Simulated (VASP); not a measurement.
# SiO2 (Pmma) in VASP: further runs

SiO2 is run at these levels: LDA; tasks: single point.

All numbers are computed with VASP 6.6.1; they aren't measurements. Logs are shortened: lines on timing, memory, paths and dates and some standing lists are left out, and cuts for length are marked.

**1. The cell of the first run**

Symmetry: Pmma, No. 51, orthorhombic system. Conventional cell: a = 5.222 Å, b = 7.367 Å, c = 8.120 Å, α = 90.00°, β = 90.00°, γ = 90.00°. Within 2.1 Å of Si (site symmetry m) lie 4 O at 1.60 to 1.61 Å. Si (site symmetry mm2) has 4 O at 1.60 to 1.61 Å within 2.1 Å. O (site symmetry 2) has 2 Si at 1.61 Å within 2.1 Å. Within 2.1 Å of O (site symmetry mm2) lie 2 Si at 1.60 Å. Within 2.1 Å of O (site symmetry m) lie 2 Si at 1.60 to 1.61 Å. O (site symmetry 2/m) has 2 Si at 1.60 Å within 2.1 Å.

**2. Single point, LDA**

The input, INCAR:

```
SYSTEM = SiO2
PREC = Accurate
ENCUT = 520
EDIFF = 1E-6
ISMEAR = 0
SIGMA = 0.02
LREAL = Auto
LASPH = .True.
NELM = 80
ALGO = Normal
ISIF = 2
LWAVE = .False.
LCHARG = .False.
GGA = CA
NBANDS = 63
```

The input, KPOINTS:

```
Automatic mesh
0
Gamma
  4 4 4
  0 0 0
```

The input, POSCAR:

```
SiO2
1.0
    5.2222344634      0.0000000000      0.0000000000
    0.0000000000      7.3674177008      0.0000000000
    0.0000000000      0.0000000000      8.1199052649
Si O
6 12
Direct
    0.2500000000      0.2136282334      0.1037963923
    0.7500000000      0.7863717666      0.8962036077
    0.7500000000      0.2136282334      0.8962036077
    0.2500000000      0.7863717666      0.1037963923
    0.2500000000      0.5000000000      0.3869958164
    0.7500000000      0.5000000000      0.6130041836
    0.0000000000      0.2684260089      0.0000000000
    0.5000000000      0.7315739911      0.0000000000
    0.0000000000      0.7315739911      0.0000000000
    0.5000000000      0.2684260089      0.0000000000
    0.2500000000      0.0000000000      0.1425053543
    0.7500000000      0.0000000000      0.8574946457
    0.2500000000      0.3203322815      0.2751347481
    0.7500000000      0.6796677185      0.7248652519
    0.7500000000      0.3203322815      0.7248652519
    0.2500000000      0.6796677185      0.2751347481
    0.5000000000      0.5000000000      0.5000000000
    0.0000000000      0.5000000000      0.5000000000
```

Potentials or basis: VASP PAW LDA potentials, release 64 (Si, O).

On the command line:

```console
> cat potpaw_LDA.64/Si/POTCAR potpaw_LDA.64/O/POTCAR > POTCAR
> mpirun -np 1 vasp_std > vasp.out
```

OUTCAR:

```text
SYSTEM = SiO2
   PREC = Accurate
   ENCUT = 520
   EDIFF = 1E-6
   ISMEAR = 0
   LREAL = Auto
   LASPH = .True.
   NELM = 80
   ISIF = 2
   GGA = CA

 ion  position               nearest neighbor table
   1  0.250  0.214  0.104-  13 1.60  11 1.60   7 1.61  10 1.61   3 3.11   3 3.11   5 3.12   4 3.15

   2  0.750  0.786  0.896-  14 1.60  12 1.60   8 1.61   9 1.61   4 3.11   4 3.11   6 3.12   3 3.15

   3  0.750  0.214  0.896-  15 1.60  12 1.60   7 1.61  10 1.61   1 3.11   1 3.11   6 3.12   2 3.15

   4  0.250  0.786  0.104-  16 1.60  11 1.60   8 1.61   9 1.61   2 3.11   2 3.11   5 3.12   1 3.15

   5  0.250  0.500  0.387-  17 1.60  18 1.60  13 1.61  16 1.61   1 3.12   4 3.12
   6  0.750  0.500  0.613-  17 1.60  18 1.60  14 1.61  15 1.61   2 3.12   3 3.12
   7  0.000  0.268  0.000-   1 1.61   3 1.61
   8  0.500  0.732  0.000-   2 1.61   4 1.61
   9  0.000  0.732  0.000-   2 1.61   4 1.61
  10  0.500  0.268  0.000-   1 1.61   3 1.61
  11  0.250  0.000  0.143-   1 1.60   4 1.60
  12  0.750  0.000  0.857-   2 1.60   3 1.60
  13  0.250  0.320  0.275-   1 1.60   5 1.61
  14  0.750  0.680  0.725-   2 1.60   6 1.61
  15  0.750  0.320  0.725-   3 1.60   6 1.61
  16  0.250  0.680  0.275-   4 1.60   5 1.61
  17  0.500  0.500  0.500-   5 1.60   6 1.60
  18  0.000  0.500  0.500-   5 1.60   6 1.60

  LATTYP: Found a simple orthorhombic cell.
 ALAT       =     5.2222344634
 B/A-ratio  =     1.4107788060
 C/A-ratio  =     1.5548718316

  Lattice vectors:

 A1 = (   5.2222344634,   0.0000000000,   0.0000000000)
 A2 = (   0.0000000000,   7.3674177008,   0.0000000000)
 A3 = (   0.0000000000,   0.0000000000,   8.1199052649)

Analysis of symmetry for initial positions (statically):
=====================================================================
 Subroutine PRICEL returns:
 Original cell was already a primitive cell.

 Routine SETGRP: Setting up the symmetry group for a
 simple orthorhombic supercell.

 Subroutine GETGRP returns: Found  8 space group operations
 (whereof  4 operations were pure point group operations)
 out of a pool of  8 trial point group operations.

The static configuration has the point symmetry C_2h.
 The point group associated with its full space group is D_2h.

Analysis of symmetry for dynamics (positions and initial velocities):
=====================================================================
 Subroutine PRICEL returns:
 Original cell was already a primitive cell.

 Routine SETGRP: Setting up the symmetry group for a
 simple orthorhombic supercell.

 Subroutine GETGRP returns: Found  8 space group operations
 (whereof  4 operations were pure point group operations)
 out of a pool of  8 trial point group operations.

The dynamic configuration has the point symmetry C_2h.
 The point group associated with its full space group is D_2h.

 Subroutine INISYM returns: Found  8 space group operations
 (whereof  4 operations are pure point group operations),
 and found     1 'primitive' translations

----------------------------------------------------------------------------------------

                                     Primitive cell

  volume of cell :     312.4083

  direct lattice vectors                    reciprocal lattice vectors
     5.222234463  0.000000000  0.000000000     0.191488913  0.000000000  0.000000000
     0.000000000  7.367417701  0.000000000     0.000000000  0.135732768  0.000000000
     0.000000000  0.000000000  8.119905265     0.000000000  0.000000000  0.123154146

  length of vectors
     5.222234463  7.367417701  8.119905265     0.191488913  0.135732768  0.123154146

  position of ions in fractional coordinates (direct lattice)
     0.250000000  0.213628233  0.103796392
     0.750000000  0.786371767  0.896203608
     0.750000000  0.213628233  0.896203608
     0.250000000  0.786371767  0.103796392
     0.250000000  0.500000000  0.386995816
     0.750000000  0.500000000  0.613004184
[... 10 lines left out ...]
     0.500000000  0.500000000  0.500000000
     0.000000000  0.500000000  0.500000000

  ion indices of the primitive-cell ions
   primitive index   ion index
                 1           1
                 2           2
                 3           3
                 4           4
                 5           5
                 6           6
[... 10 lines left out ...]
                17          17
                18          18

----------------------------------------------------------------------------------------

 KPOINTS: Automatic mesh

Automatic generation of k-mesh.
 Grid dimensions read from file:
 generate k-points for:    4    4    4

 Generating k-lattice:

  Cartesian coordinates                     Fractional coordinates (reciprocal lattice)
     0.047872228  0.000000000  0.000000000     0.250000000  0.000000000  0.000000000
     0.000000000  0.033933192  0.000000000     0.000000000  0.250000000  0.000000000
     0.000000000  0.000000000  0.030788537     0.000000000  0.000000000  0.250000000

  Length of vectors
     0.047872228  0.033933192  0.030788537

  Shift w.r.t. Gamma in fractional coordinates (k-lattice)
     0.000000000  0.000000000  0.000000000

 Subroutine IBZKPT returns following result:
 ===========================================

 Found     27 irreducible k-points:

 Following reciprocal coordinates:
            Coordinates               Weight
  0.000000  0.000000  0.000000      1.000000
  0.250000  0.000000  0.000000      2.000000
  0.500000  0.000000  0.000000      1.000000
  0.000000  0.250000  0.000000      2.000000
  0.250000  0.250000  0.000000      4.000000
  0.500000  0.250000  0.000000      2.000000
[... 16 lines left out ...]
  0.250000  0.250000  0.500000      4.000000
  0.500000  0.250000  0.500000      2.000000
 [... further k-points ...]
   k-points           NKPTS =     27   k-points in BZ     NKDIM =     27   number of bands    NBANDS=     63
   number of dos      NEDOS =    301   number of ions     NIONS =     18
   total plane-waves  NPLWV = 134400
   dimension x,y,z NGX =    40 NGY =   56 NGZ =   60
   dimension x,y,z NGXF=    80 NGYF=  112 NGZF=  120
   ions per type =               6  12
   NGX,Y,Z   is equivalent  to a cutoff of  12.73, 12.64, 12.28 a.u.
   NGXF,Y,Z  is equivalent  to a cutoff of  25.47, 25.27, 24.57 a.u.
 SYSTEM =  SiO2
   PREC   = accura    normal or accurate (medium, high low for compatibility)
   ISTART =      0    job   : 0-new  1-cont  2-samecut
   ICHARG =      2    charge: 1-file 2-atom 10-const
   ISPIN  =      1    spin polarized calculation?
   LNONCOLLINEAR =      F non collinear calculations
   LSORBIT =      F    spin-orbit coupling
   LASPH  =      T    aspherical Exc in radial PAW
   ENCUT  =  520.0 eV  38.22 Ry    6.18 a.u.   9.71 13.70 15.10*2*pi/ulx,y,z
   NELM   =     80;   NELMIN=  2; NELMDL= -5     # of ELM steps
   EDIFF  = 0.1E-05   stopping-criterion for ELM
   LREAL  =      T    real-space projection
   EDIFFG = 0.1E-04   stopping-criterion for IOM
   NSW    =      0    number of steps for IOM
   IBRION =     -1    ionic relax: 0-MD 1-quasi-New 2-CG
   NFREE  =      0    steps in history (QN), initial steepest desc. (CG)
   ISIF   =      2    stress and relaxation
   ISYM   =      2    0-nonsym 1-usesym 2-fastsym
   POTIM  = 0.5000    time-step for ionic-motion
   TEBEG  =    0.0;   TEEND  =   0.0 temperature during run
   PSTRESS=    0.0 pullay stress
   NELECT =      96.0000    total number of electrons
   NUPDOWN=      -1.0000    fix difference up-down
   EMIN   =  10.00;   EMAX   =-10.00  energy-range for DOS
   EFERMI =   0.00;   METHOD = LEGACY
   ISMEAR =     0;   SIGMA  =   0.02  broadening in eV -4-tet -1-fermi 0-gaus
   EFERMI_NEDOS =   21; number of points for ismear=-14 and -15
   IALGO  =     38    algorithm
   IMIX   =      4    mixing-type and parameters
     AMIX     =   0.40;   BMIX     =  1.00
     AMIX_MAG =   1.60;   BMIX_MAG =  1.00
  volume/ion in A,a.u.               =      17.36       117.12
  Fermi-wavevector in a.u.,A,eV,Ry     =   1.104734  2.087644 16.605055  1.220437
  Thomas-Fermi vector in A             =   2.241211
   LORBIT       =      0    0 simple, 1 ext, 2 COOP (PROOUT), +10 PAW based schemes
   GGA     = CA    functional components
   LHFCALC =     F    Hartree Fock is set to
   AEXX    =    0.0000 exact exchange contribution
   IVDW    =     0    specifies the selected vdW correction
   LEPSILON=     F    determine dielectric tensor
   LRPA    =     F    only Hartree local field effects (RPA)
 non-spin polarized calculation
 Gauss-broadening in eV      SIGMA  =   0.02
  energy-cutoff  :      520.00
  volume of cell :      312.41
 maximum number of plane-waves:      8464
 NGX is ok and might be reduce to    40
   NGX = 19   NGY = 27   NGZ = 31

 number of electron      95.9999973 magnetization

 Free energy of the ion-electron system (eV)
  ---------------------------------------------------
  ext. energy  EPLUGINS =         0.00000000
  ---------------------------------------------------
  free energy    TOTEN  =      -155.45864498 eV

  energy without entropy =     -155.45864498  energy(sigma->0) =     -155.45864498

 E-fermi :  -1.1454     XC(G=0):  -7.7435

 val. band max:       -1.3199065750   @ k =   0.0000   0.0000   0.0000
 cond. band min:       4.0938709662   @ k =   0.0000   0.0000   0.0000
 fundamental gap:      5.4137775412
 Fermi energy:        -1.1453938781

 k-point     1 :       0.0000    0.0000    0.0000
  band No.  band energies     occupation
      1     -20.6804      2.00000
      2     -19.9793      2.00000
      3     -19.9730      2.00000
      4     -19.7398      2.00000
      5     -18.8931      2.00000
      6     -18.8465      2.00000
[... 52 lines left out ...]
     59       8.1666      0.00000
     60       8.1896      0.00000

 k-point     2 :       0.2500    0.0000    0.0000
  band No.  band energies     occupation
      1     -20.5584      2.00000
      2     -19.8956      2.00000
      3     -19.8401      2.00000
      4     -19.8355      2.00000
      5     -19.0730      2.00000
      6     -19.0496      2.00000
[... 1375 lines left out ...]
     59       8.3811      0.00000
     60       8.5645      0.00000

 k-point    24 :       0.5000    0.2500    0.5000
  band No.  band energies     occupation
      1     -20.1805      2.00000
      2     -20.1805      2.00000
      3     -19.7466      2.00000
      4     -19.7466      2.00000
      5     -19.2714      2.00000
      6     -19.2714      2.00000
[... 52 lines left out ...]
     59       8.6622      0.00000
     60       8.6622      0.00000

 [... further k-points ...]

 [bands above 60 left out]

------------------------ aborting loop because EDIFF is reached ----------------------------------------

  FORCE on cell =-STRESS in cart. coord.  units (eV):
  Direction    XX          YY          ZZ          XY          YZ          ZX
  --------------------------------------------------------------------------------------
  -------------------------------------------------------------------------------------
  Total        0.8905546      0.8001053      0.8994747      0.0000000      0.0000000      0.0000000
  in kB        4.5671842      4.1033174      4.6129307      0.0000000      0.0000000      0.0000000
  external PRESSURE =       4.4278108 kB  Pullay stress =       0.0000000 kB

 VOLUME and BASIS-vectors are now :
 -----------------------------------------------------------------------------
  energy-cutoff  :      520.00
  volume of cell :      312.41
      direct lattice vectors                 reciprocal lattice vectors
     5.222234463  0.000000000  0.000000000     0.191488913  0.000000000  0.000000000
     0.000000000  7.367417701  0.000000000     0.000000000  0.135732768  0.000000000
     0.000000000  0.000000000  8.119905265     0.000000000  0.000000000  0.123154146

 POSITION                                       TOTAL-FORCE (eV/Angst)
 -----------------------------------------------------------------------------------
      1.30556      1.57389      0.84282         0.000000      0.023922      0.028440
      3.91668      5.79353      7.27709         0.000000     -0.023922     -0.028440
      3.91668      1.57389      7.27709        -0.000000      0.023922     -0.028440
      1.30556      5.79353      0.84282         0.000000     -0.023922      0.028440
      1.30556      3.68371      3.14237        -0.000000     -0.000000      0.033702
      3.91668      3.68371      4.97754         0.000000      0.000000     -0.033702
[... 10 lines left out ...]
      2.61112      3.68371      4.05995        -0.000000      0.000000      0.000000
      0.00000      3.68371      4.05995        -0.000000      0.000000      0.000000
 -----------------------------------------------------------------------------------
    total drift:                                0.000000      0.000000      0.000000

  FREE ENERGIE OF THE ION-ELECTRON SYSTEM (eV)
  ---------------------------------------------------
  free  energy   TOTEN  =      -155.4586449769 eV

  energy  without entropy=     -155.4586449769  energy(sigma->0) =     -155.45864498
```

Wall time 4.2 min (1 thread of Intel Xeon 6975P-C (Granite Rapids), shared host); peak memory 0.48 GiB.

What came out:

```yaml
Free_energy: -155.4586 eV
Pressure: 0.4 GPa
Largest_force: 0.037 eV/Å
Band_gap_on_the_k_mesh: 5.41 eV
```

Forces in eV/Å, atoms in the order of the input:
```
Si   0.000  0.024  0.028
Si   0.000 -0.024 -0.028
Si   0.000  0.024 -0.028
Si   0.000 -0.024  0.028
Si   0.000  0.000  0.034
Si   0.000  0.000 -0.034
O    0.000  0.012  0.000
O    0.000 -0.012  0.000
O    0.000 -0.012  0.000
O    0.000  0.012  0.000
O    0.000  0.000  0.003
O    0.000  0.000 -0.003
O    0.000 -0.006  0.005
O    0.000  0.006 -0.005
O    0.000 -0.006 -0.005
O    0.000  0.006  0.005
O    0.000  0.000  0.000
O    0.000  0.000  0.000
```

A k mesh can miss the band edges.

**3. Single point, LDA**

The input, INCAR:

```
SYSTEM = SiO2
  PREC = Accurate
  ENCUT = 520
  EDIFF = 1E-6
  ISMEAR = 0
  SIGMA = 0.02
  LREAL = Auto
  LASPH = .True.
  NELM = 80
  ALGO = Normal
  ISIF = 2
  LWAVE = .False.
  LCHARG = .False.
  NBANDS = 63
```

KPOINTS is that of step 2.

POSCAR is that of step 2.

Potentials or basis: VASP PAW LDA potentials, release 64 (Si, O).

On the command line:

```console
> cat potpaw_LDA.64/Si/POTCAR potpaw_LDA.64/O/POTCAR > POTCAR
> mpirun -np 1 vasp_std > vasp.out
```

OUTCAR:

```text
SYSTEM = SiO2
   PREC = Accurate
   ENCUT = 520
   EDIFF = 1E-6
   ISMEAR = 0
   LREAL = Auto
   LASPH = .True.
   NELM = 80
   ISIF = 2

 ion  position               nearest neighbor table
   1  0.250  0.214  0.104-  13 1.60  11 1.60   7 1.61  10 1.61   3 3.11   3 3.11   5 3.12   4 3.15

   2  0.750  0.786  0.896-  14 1.60  12 1.60   8 1.61   9 1.61   4 3.11   4 3.11   6 3.12   3 3.15

   3  0.750  0.214  0.896-  15 1.60  12 1.60   7 1.61  10 1.61   1 3.11   1 3.11   6 3.12   2 3.15

   4  0.250  0.786  0.104-  16 1.60  11 1.60   8 1.61   9 1.61   2 3.11   2 3.11   5 3.12   1 3.15

   5  0.250  0.500  0.387-  17 1.60  18 1.60  13 1.61  16 1.61   1 3.12   4 3.12
   6  0.750  0.500  0.613-  17 1.60  18 1.60  14 1.61  15 1.61   2 3.12   3 3.12
[... 1764 lines left out ...]
  external PRESSURE =       4.4278108 kB  Pullay stress =       0.0000000 kB

 VOLUME and BASIS-vectors are now :
 -----------------------------------------------------------------------------
  energy-cutoff  :      520.00
  volume of cell :      312.41
      direct lattice vectors                 reciprocal lattice vectors
     5.222234463  0.000000000  0.000000000     0.191488913  0.000000000  0.000000000
     0.000000000  7.367417701  0.000000000     0.000000000  0.135732768  0.000000000
     0.000000000  0.000000000  8.119905265     0.000000000  0.000000000  0.123154146

 POSITION                                       TOTAL-FORCE (eV/Angst)
 -----------------------------------------------------------------------------------
      1.30556      1.57389      0.84282         0.000000      0.023922      0.028440
      3.91668      5.79353      7.27709         0.000000     -0.023922     -0.028440
      3.91668      1.57389      7.27709        -0.000000      0.023922     -0.028440
      1.30556      5.79353      0.84282         0.000000     -0.023922      0.028440
      1.30556      3.68371      3.14237        -0.000000     -0.000000      0.033702
      3.91668      3.68371      4.97754         0.000000      0.000000     -0.033702
[... 10 lines left out ...]
      2.61112      3.68371      4.05995        -0.000000      0.000000      0.000000
      0.00000      3.68371      4.05995        -0.000000      0.000000      0.000000
 -----------------------------------------------------------------------------------
    total drift:                                0.000000      0.000000      0.000000

  FREE ENERGIE OF THE ION-ELECTRON SYSTEM (eV)
  ---------------------------------------------------
  free  energy   TOTEN  =      -155.4586449769 eV

  energy  without entropy=     -155.4586449769  energy(sigma->0) =     -155.45864498
```

stdout:

```text
POSCAR found type information on POSCAR SiO
 POSCAR found :  2 types and      18 ions
 scaLAPACK will be used
 LDA part: xc-table for (Slater(with rela. corr.)+CA(PZ))
 , standard interpolation
 POSCAR, INCAR and KPOINTS ok, starting setup
 FFT: planning ... GRIDC
 FFT: planning ... GRID_SOFT
 FFT: planning ... GRID
 WAVECAR not read
 entering main loop
```

Run time: 4.5 min. Hardware: 1 thread of Intel Xeon 6975P-C (Granite Rapids), shared host; peak memory 0.48 GiB.

What came out:

```
Free energy            : -155.4586 eV
Pressure               : 0.4 GPa
Largest force          : 0.037 eV/Å
Band gap on the k mesh : 5.41 eV
```

Forces on the atoms (eV/Å):
```
Si   0.000  0.024  0.028
Si   0.000 -0.024 -0.028
Si   0.000  0.024 -0.028
Si   0.000 -0.024  0.028
Si   0.000  0.000  0.034
Si   0.000  0.000 -0.034
O    0.000  0.012  0.000
O    0.000 -0.012  0.000
O    0.000 -0.012  0.000
O    0.000  0.012  0.000
O    0.000  0.000  0.003
O    0.000  0.000 -0.003
O    0.000 -0.006  0.005
O    0.000  0.006 -0.005
O    0.000 -0.006 -0.005
O    0.000  0.006  0.005
O    0.000  0.000  0.000
O    0.000  0.000  0.000
```

Levels at points of the mesh, in eV from the valence-band top:
```tsv
k point	band 45	band 46	band 47	band 48	band 49	band 50	band 51	band 52
(0.00, 0.00, 0.00)	-0.60	-0.50	-0.33	0.00	5.41	7.90	8.02	8.42
(0.50, 0.00, 0.00)	-0.69	-0.69	-0.51	-0.51	7.26	7.26	8.68	8.68
(0.00, 0.50, 0.00)	-0.31	-0.28	-0.16	0.00	6.39	6.43	8.16	8.26
(0.50, 0.50, 0.00)	-0.64	-0.64	-0.26	-0.26	7.77	7.77	7.93	7.93
(0.00, 0.00, 0.50)	-0.63	-0.39	-0.17	-0.01	6.02	6.51	8.21	8.47
(0.50, 0.00, 0.50)	-0.76	-0.76	-0.68	-0.68	7.65	7.65	7.86	7.86
(0.00, 0.50, 0.50)	-0.40	-0.30	-0.29	0.00	6.71	7.06	7.22	7.35
(0.50, 0.50, 0.50)	-0.89	-0.89	-0.24	-0.24	8.06	8.06	8.06	8.06
```

A k mesh can miss the band edges.
